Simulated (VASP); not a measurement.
Wanted: the native input for a VASP 6.6.1 run.

```
Task                   : single point
Functional             : PBE
Potentials or basis    : VASP PAW PBE potentials, release 64 (Sn_d, Te)
Cutoff                 : 500 eV
k mesh                 : 6 × 6 × 6
Occupations            : fermi-dirac, width 0.02 eV
Spin                   : no spin polarisation
Dipole correction      : no
Further INCAR settings : ALGO = Normal; EDIFF = 1e-06; NBANDS = 17; ISYM = 0
```

The structure of SnTe lies in POSCAR:

```
SnTe
1.0
    0.0000000000      3.1893303407      3.1893303407
    3.1893303407      0.0000000000      3.1893303407
    3.1893303407      3.1893303407      0.0000000000
Sn Te
1 1
Direct
    0.0000000000      0.0000000000      0.0000000000
    0.5000000000      0.5000000000      0.5000000000
```

One way to write it, as run:

INCAR

```
SYSTEM = SnTe
  ALGO = Normal
  EDIFF = 1E-6
  ENCUT = 500
  GGA = PE
  GGA_COMPAT = .FALSE.
  ISIF = 2
  ISMEAR = -1
  ISYM = 0
  LASPH = .TRUE.
  LCHARG = .FALSE.
  LREAL = .FALSE.
  LWAVE = .FALSE.
  NBANDS = 17
  NELM = 120
  PREC = Accurate
  SIGMA = 0.02
```

KPOINTS

```
k-points
0
G
  6 6 6
  0 0 0
```

Potentials or basis: VASP PAW PBE potentials, release 64 (Sn_d, Te).

The run is started by

```console
$ cat potpaw_PBE.64/Sn_d/POTCAR potpaw_PBE.64/Te/POTCAR > POTCAR
$ mpirun -np 1 vasp_std > vasp.out
```

It gave:

```
Pressure               : 0.6 GPa
Band gap on the k mesh : 0.01 eV, direct
```

Caveat: spin-orbit coupling is left out, which moves the levels of the heavy elements.

It took 5 min on 1 thread of Intel Xeon 8259CL (shared host), peak memory 0.28 GiB.
